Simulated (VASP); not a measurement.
# HfN (I4/mmm) in VASP: single point with LDA

Aim: the single point of HfN with LDA.

All numbers are computed with VASP 6.6.1; they aren't measurements. Logs are shortened: lines on timing, memory, paths and dates and some standing lists are left out, and cuts for length are marked.

## 1. The cell of the first run

It takes space group I4/mmm (No. 139, tetragonal). Conventional cell: a = 2.846 Å, b = 2.846 Å, c = 5.692 Å, α = 90.00°, β = 90.00°, γ = 90.00°. Hf (site symmetry 4/mmm) has 4 N at 2.01 Å within 2.7 Å. Within 2.7 Å of N (site symmetry 4/mmm) lie 4 Hf at 2.01 Å.

## 2. Single point, LDA

File INCAR:

```
SYSTEM = HfN
PREC = Accurate
ENCUT = 520
EDIFF = 1E-7
ISMEAR = 0
SIGMA = 0.15
LREAL = .FALSE.
LASPH = .TRUE.
NELM = 80
ALGO = Normal
ISIF = 2
LWAVE = .FALSE.
LCHARG = .FALSE.
NBANDS = 14
```

File KPOINTS:

```
Automatic mesh
0
G
  20 20 20
  0 0 0
```

File POSCAR:

```
HfN
1.0
    0.0000000000      2.0126415200      2.8458751093
    2.0126415200      0.0000000000      2.8458751093
    2.0126415200      2.0126415200      0.0000000000
Hf N
1 1
Direct
    0.0000000000      0.0000000000      0.0000000000
    0.5000000000      0.5000000000      0.5000000000
```

Potentials or basis: VASP PAW LDA potentials, release 64 (Hf_pv, N).

Started as:

```
cat potpaw_LDA.64/Hf_pv/POTCAR potpaw_LDA.64/N/POTCAR > POTCAR
mpirun -np 1 vasp_std > vasp.out
```

OUTCAR:

```text
SYSTEM = HfN
   PREC = Accurate
   ENCUT = 520
   EDIFF = 1E-7
   ISMEAR = 0
   LREAL = .FALSE.
   LASPH = .TRUE.
   NELM = 80
   ISIF = 2

 ion  position               nearest neighbor table
   1  0.000  0.000  0.000-   2 2.01   2 2.01   2 2.01   2 2.01
   2  0.500  0.500  0.500-   1 2.01   1 2.01   1 2.01   1 2.01

  LATTYP: Found a body centered tetragonal cell.
 ALAT       =     2.8463049338
 C/A-ratio  =     1.9996979772

  Lattice vectors:

 A1 = (  -2.0126415200,   0.0000000000,   2.8458751093)
 A2 = (   2.0126415200,   0.0000000000,   2.8458751093)
 A3 = (   0.0000000000,   2.0126415200,  -2.8458751093)

Analysis of symmetry for initial positions (statically):
=====================================================================
 Subroutine PRICEL returns:
 Original cell was already a primitive cell.

 Routine SETGRP: Setting up the symmetry group for a
 body centered tetragonal supercell.

 Subroutine GETGRP returns: Found 16 space group operations
 (whereof 16 operations were pure point group operations)
 out of a pool of 16 trial point group operations.

The static configuration has the point symmetry D_4h.

Analysis of symmetry for dynamics (positions and initial velocities):
=====================================================================
 Subroutine PRICEL returns:
 Original cell was already a primitive cell.

 Routine SETGRP: Setting up the symmetry group for a
 body centered tetragonal supercell.

 Subroutine GETGRP returns: Found 16 space group operations
 (whereof 16 operations were pure point group operations)
 out of a pool of 16 trial point group operations.

The dynamic configuration has the point symmetry D_4h.

 Subroutine INISYM returns: Found 16 space group operations
 (whereof 16 operations are pure point group operations),
 and found     1 'primitive' translations

----------------------------------------------------------------------------------------

                                     Primitive cell

  volume of cell :      23.0557

  direct lattice vectors                    reciprocal lattice vectors
     0.000000000  2.012641520  2.845875109    -0.248429735  0.248429735  0.175692882
     2.012641520  0.000000000  2.845875109     0.248429735 -0.248429735  0.175692882
     2.012641520  2.012641520  0.000000000     0.248429735  0.248429735 -0.175692882

  length of vectors
     3.485646429  3.485646429  2.846304934     0.392813767  0.392813767  0.392813767

  position of ions in fractional coordinates (direct lattice)
     0.000000000  0.000000000  0.000000000
     0.500000000  0.500000000  0.500000000

  ion indices of the primitive-cell ions
   primitive index   ion index
                 1           1
                 2           2

----------------------------------------------------------------------------------------

 KPOINTS: Automatic mesh

Automatic generation of k-mesh.
 Grid dimensions read from file:
 generate k-points for:   20   20   20

 Generating k-lattice:

  Cartesian coordinates                     Fractional coordinates (reciprocal lattice)
    -0.012421487  0.012421487  0.008784644     0.050000000  0.000000000  0.000000000
     0.012421487 -0.012421487  0.008784644     0.000000000  0.050000000  0.000000000
     0.012421487  0.012421487 -0.008784644     0.000000000  0.000000000  0.050000000

  Length of vectors
     0.019640688  0.019640688  0.019640688

  Shift w.r.t. Gamma in fractional coordinates (k-lattice)
     0.000000000  0.000000000  0.000000000

 Subroutine IBZKPT returns following result:
 ===========================================

 Found    641 irreducible k-points:

 Following reciprocal coordinates:
            Coordinates               Weight
  0.000000  0.000000  0.000000      1.000000
  0.050000  0.000000  0.000000      8.000000
  0.100000  0.000000  0.000000      8.000000
  0.150000  0.000000  0.000000      8.000000
  0.200000  0.000000  0.000000      8.000000
  0.250000  0.000000  0.000000      8.000000
[... 16 lines left out ...]
 -0.400000  0.050000  0.000000      8.000000
 -0.350000  0.050000  0.000000      8.000000
 [... further k-points ...]
   k-points           NKPTS =    641   k-points in BZ     NKDIM =    641   number of bands    NBANDS=     14
   number of dos      NEDOS =    301   number of ions     NIONS =      2
   total plane-waves  NPLWV =  18816
   dimension x,y,z NGX =    28 NGY =   28 NGZ =   24
   dimension x,y,z NGXF=    56 NGYF=   56 NGZF=   48
   ions per type =               1   1
   NGX,Y,Z   is equivalent  to a cutoff of  13.35, 13.35, 14.02 a.u.
   NGXF,Y,Z  is equivalent  to a cutoff of  26.71, 26.71, 28.04 a.u.
 SYSTEM =  HfN
   PREC   = accura    normal or accurate (medium, high low for compatibility)
   ISTART =      0    job   : 0-new  1-cont  2-samecut
   ICHARG =      2    charge: 1-file 2-atom 10-const
   ISPIN  =      1    spin polarized calculation?
   LNONCOLLINEAR =      F non collinear calculations
   LSORBIT =      F    spin-orbit coupling
   LASPH  =      T    aspherical Exc in radial PAW
   ENCUT  =  520.0 eV  38.22 Ry    6.18 a.u.   6.48  6.48  5.29*2*pi/ulx,y,z
   NELM   =     80;   NELMIN=  2; NELMDL= -5     # of ELM steps
   EDIFF  = 0.1E-06   stopping-criterion for ELM
   LREAL  =      F    real-space projection
   EDIFFG = 0.1E-05   stopping-criterion for IOM
   NSW    =      0    number of steps for IOM
   IBRION =     -1    ionic relax: 0-MD 1-quasi-New 2-CG
   NFREE  =      0    steps in history (QN), initial steepest desc. (CG)
   ISIF   =      2    stress and relaxation
   ISYM   =      2    0-nonsym 1-usesym 2-fastsym
   POTIM  = 0.5000    time-step for ionic-motion
   TEBEG  =    0.0;   TEEND  =   0.0 temperature during run
   PSTRESS=    0.0 pullay stress
   NELECT =      15.0000    total number of electrons
   NUPDOWN=      -1.0000    fix difference up-down
   EMIN   =  10.00;   EMAX   =-10.00  energy-range for DOS
   EFERMI =   0.00;   METHOD = LEGACY
   ISMEAR =     0;   SIGMA  =   0.15  broadening in eV -4-tet -1-fermi 0-gaus
   EFERMI_NEDOS =   21; number of points for ismear=-14 and -15
   IALGO  =     38    algorithm
   IMIX   =      4    mixing-type and parameters
     AMIX     =   0.40;   BMIX     =  1.00
     AMIX_MAG =   1.60;   BMIX_MAG =  1.00
  volume/ion in A,a.u.               =      11.53        77.79
  Fermi-wavevector in a.u.,A,eV,Ry     =   1.418553  2.680677 27.378918  2.012294
  Thomas-Fermi vector in A             =   2.539667
   LORBIT       =      0    0 simple, 1 ext, 2 COOP (PROOUT), +10 PAW based schemes
   GGA     = CA    functional components
   LHFCALC =     F    Hartree Fock is set to
   AEXX    =    0.0000 exact exchange contribution
   IVDW    =     0    specifies the selected vdW correction
   LEPSILON=     F    determine dielectric tensor
   LRPA    =     F    only Hartree local field effects (RPA)
 non-spin polarized calculation
 Gauss-broadening in eV      SIGMA  =   0.15
  energy-cutoff  :      520.00
  volume of cell :       23.06
 maximum number of plane-waves:       647
 NGX is ok and might be reduce to    28
   NGX = 13   NGY = 13   NGZ = 11

 number of electron      15.0000000 magnetization

 Free energy of the ion-electron system (eV)
  ---------------------------------------------------
  ext. energy  EPLUGINS =         0.00000000
  ---------------------------------------------------
  free energy    TOTEN  =       -21.96125767 eV

  energy without entropy =      -21.95408169  energy(sigma->0) =      -21.95766968

 E-fermi :   7.7684     XC(G=0): -12.7829

 val. band max:        7.7634058666   @ k =   0.3000   0.1000   0.2000
 cond. band min:       7.7715894521   @ k =  -0.3000   0.1000   0.4000
 fundamental gap:      0.0081835855
 Fermi energy:         7.7684386104

 k-point     1 :       0.0000    0.0000    0.0000
  band No.  band energies     occupation
      1     -22.7671      2.00000
      2     -22.3317      2.00000
      3     -22.3317      2.00000
      4      -9.4760      2.00000
      5       4.3608      2.00000
      6       4.5646      2.00000
      7       5.4635      2.00000
      8       5.7343      2.00000
      9       5.7343      2.00000
     10       9.8839      0.00000
     11       9.8839      0.00000
     12      12.4952      0.00000
     13      15.6083      0.00000
     14      19.0812      0.00000

 k-point     2 :       0.0500    0.0000    0.0000
  band No.  band energies     occupation
      1     -22.7693      2.00000
      2     -22.3789      2.00000
      3     -22.3268      2.00000
      4      -9.3938      2.00000
      5       3.9904      2.00000
      6       4.9236      2.00000
      7       5.0357      2.00000
      8       5.5254      2.00000
      9       6.1285      2.00000
     10       9.9001      0.00000
     11       9.9306      0.00000
     12      12.7864      0.00000
     13      15.7508      0.00000
     14      19.2939      0.00000

 k-point     3 :       0.1000    0.0000    0.0000
  band No.  band energies     occupation
      1     -22.7765      2.00000
      2     -22.5123      2.00000
      3     -22.3126      2.00000
      4      -9.1550      2.00000
      5       3.5071      2.00000
      6       4.4186      2.00000
      7       4.9936      2.00000
      8       5.3806      2.00000
      9       6.6715      2.00000
     10       9.9623      0.00000
     11      10.0676      0.00000
     12      13.5642      0.00000
     13      16.1443      0.00000
     14      19.8774      0.00000
[... 324 lines left out ...]
 k-point    23 :      -0.4000    0.0500    0.0000
  band No.  band energies     occupation
      1     -23.9572      2.00000
      2     -22.8133      2.00000
      3     -22.1296      2.00000
      4      -5.7155      2.00000
      5      -0.6956      2.00000
      6       1.1130      2.00000
      7       1.3120      2.00000
      8       9.4608      0.00000
      9      11.6854      0.00000
     10      12.1366      0.00000
     11      13.4773      0.00000
     12      14.5163      0.00000
     13      20.0994      0.00000
     14      20.8008      0.00000

 k-point    24 :      -0.3500    0.0500    0.0000
  band No.  band energies     occupation
      1     -23.8515      2.00000
      2     -22.8008      2.00000
      3     -22.1431      2.00000
      4      -6.1190      2.00000
      5      -0.2055      2.00000
      6       1.3318      2.00000
      7       1.5261      2.00000
      8       8.5285      0.00000
      9      11.3344      0.00000
     10      11.8340      0.00000
     11      12.6257      0.00000
     12      15.7178      0.00000
     13      20.0974      0.00000
     14      20.6802      0.00000

 [... further k-points ...]
[... 5 lines left out ...]
  --------------------------------------------------------------------------------------
  -------------------------------------------------------------------------------------
  Total       13.1982629     13.1982629     -2.5680808      0.0000000      0.0000000      0.0000000
  in kB      917.1675265    917.1675265   -178.4598712      0.0000000      0.0000000      0.0000000
  external PRESSURE =     551.9583940 kB  Pullay stress =       0.0000000 kB

 VOLUME and BASIS-vectors are now :
 -----------------------------------------------------------------------------
  energy-cutoff  :      520.00
  volume of cell :       23.06
      direct lattice vectors                 reciprocal lattice vectors
     0.000000000  2.012641520  2.845875109    -0.248429735  0.248429735  0.175692882
     2.012641520  0.000000000  2.845875109     0.248429735 -0.248429735  0.175692882
     2.012641520  2.012641520  0.000000000     0.248429735  0.248429735 -0.175692882

 POSITION                                       TOTAL-FORCE (eV/Angst)
 -----------------------------------------------------------------------------------
      0.00000      0.00000      0.00000         0.000000     -0.000000     -0.000000
      2.01264      2.01264      2.84588         0.000000      0.000000      0.000000
 -----------------------------------------------------------------------------------
    total drift:                                0.000000      0.000000      0.000000

  FREE ENERGIE OF THE ION-ELECTRON SYSTEM (eV)
  ---------------------------------------------------
  free  energy   TOTEN  =       -21.9612576732 eV

  energy  without entropy=      -21.9540816941  energy(sigma->0) =      -21.95766968
```

It took 3.9 min on 1 thread of Intel Xeon 8259CL, shared host; peak memory 0.33 GiB.

Results:

```yaml
Free_energy: -21.9613 eV
Pressure: 55.2 GPa
Band_gap_on_the_k_mesh: zero (an odd number of electrons rules out a gap without spin polarisation)
```

Caveat: the cell stands under pressure; spin-orbit coupling is left out, which moves the levels of the heavy elements.
